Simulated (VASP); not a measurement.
Input of a VASP 6.6.1 run:

The input INCAR:

```
ALGO = Normal
EDIFF = 1E-6
ENCUT = 520
ISIF = 2
ISMEAR = 0
LASPH = T
LCHARG = F
LREAL = F
LWAVE = F
NBANDS = 35
NELM = 100
PREC = Accurate
SIGMA = 0.1
```

The input KPOINTS:

```
k-points
0
Gamma
  6 6 2
```

File POSCAR:

```
WS2
1.0
    3.1842228900      0.0000000000      0.0000000000
   -1.5921114500      2.7576179200      0.0000000000
    0.0000000000      0.0000000000     12.9782823600
W S
2 4
Direct
    0.3333333300      0.6666666700      0.2500000000
    0.6666666700      0.3333333300      0.7500000000
    0.3333333300      0.6666666700      0.6298049400
    0.6666666700      0.3333333300      0.1298049400
    0.3333333300      0.6666666700      0.8701950600
    0.6666666700      0.3333333300      0.3701950600
```

Potentials or basis: VASP PAW LDA potentials, release 64 (W_sv, S).

Command:

```bash
$ cat potpaw_LDA.64/W_sv/POTCAR potpaw_LDA.64/S/POTCAR > POTCAR
$ mpirun -np 1 vasp_std > vasp.out
```

(1) Predict the largest force.

(2) Estimate the band gap on the k mesh.

(3) Predict the pressure.

## Answers

(1) 0.276 eV/Å.

(2) 1.16 eV, indirect (least direct gap 1.73 eV).

(3) -5.4 GPa.

Caveat: spin-orbit coupling is left out, which moves the levels of the heavy elements.
